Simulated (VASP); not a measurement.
BaTiO3:

```xyz
5
Lattice="3.9855 0.0000 0.0000 0.0000 2.8369 2.8451 0.0000 -2.8369 2.8451" Properties=species:S:1:pos:R:3 pbc="T T T"
Ba    0.0000    0.0000    0.0000
Ti    1.9928    0.0000    2.9157
O     1.9928    1.3804    4.2594
O     1.9928   -1.3804    4.2594
O     0.0000    0.0000    2.7735
```

```yaml
Program: VASP 6.6.1
Task: relaxation of cell and atoms
Functional: PBE
Potentials_or_basis: VASP PAW PBE potentials, release 64 (Ba_sv, Ti_sv, O)
Cutoff: 600 eV
k_mesh: 7 × 7 × 7
Occupations: fermi-dirac, width 0.05 eV
Spin: no spin polarisation
```

At the start: pressure 3.9 GPa; volume 12.87 Å³/atom.

**Question.** Where does the relaxation end?

**Answer.** Over 18 steps the energy falls by 15.5 meV/atom and the volume is 13.53 Å³/atom (+5.2 %); space group Amm2 (No. 38, to 0.1 Å) before and after.

The path:
| step | energy change (eV) | largest force (eV/Å) | pressure (GPa) | volume (Å³) |
| --- | --- | --- | --- | --- |
| 1 | 0.0000 | 0.2612 | 3.92 | 64.34 |
| 2 | -0.0175 | 0.4142 | -3.08 | 67.31 |
| 3 | -0.0258 | 0.3164 | -0.68 | 66.21 |
| 4 | -0.0422 | 0.3270 | -0.45 | 66.35 |
| 5 | -0.0613 | 0.1533 | 0.69 | 66.69 |
| 6 | -0.0694 | 0.1775 | -0.15 | 67.41 |
| 7 | -0.0700 | 0.1865 | -0.39 | 67.67 |
| 8 | -0.0740 | 0.1408 | 0.15 | 67.35 |
| 9 | -0.0744 | 0.1238 | 0.37 | 67.23 |
| 10 | -0.0758 | 0.0839 | -0.20 | 67.49 |
| 11 | -0.0759 | 0.1036 | -0.41 | 67.58 |
| 12 | -0.0768 | 0.0696 | -0.19 | 67.55 |
| 13 | -0.0771 | 0.0302 | 0.05 | 67.52 |
| 14 | -0.0772 | 0.0209 | 0.05 | 67.54 |
| 15 | -0.0774 | 0.0122 | 0.07 | 67.60 |
| 16 | -0.0774 | 0.0159 | -0.03 | 67.65 |
| 17 | -0.0774 | 0.0171 | -0.05 | 67.66 |
| 18 | -0.0775 | 0.0079 | -0.03 | 67.67 |

Final structure:
```
CELL_PARAMETERS angstrom
3.98254 0.00000 0.00000
0.00000 2.90226 2.92732
0.00000 -2.90226 2.92732
ATOMIC_POSITIONS crystal
Ba 0.00000 0.01084 0.01084
Ti 0.50000 0.52818 0.52818
O 0.50000 0.97598 0.49410
O 0.50000 0.49410 0.97598
O 0.00000 0.48778 0.48778
```
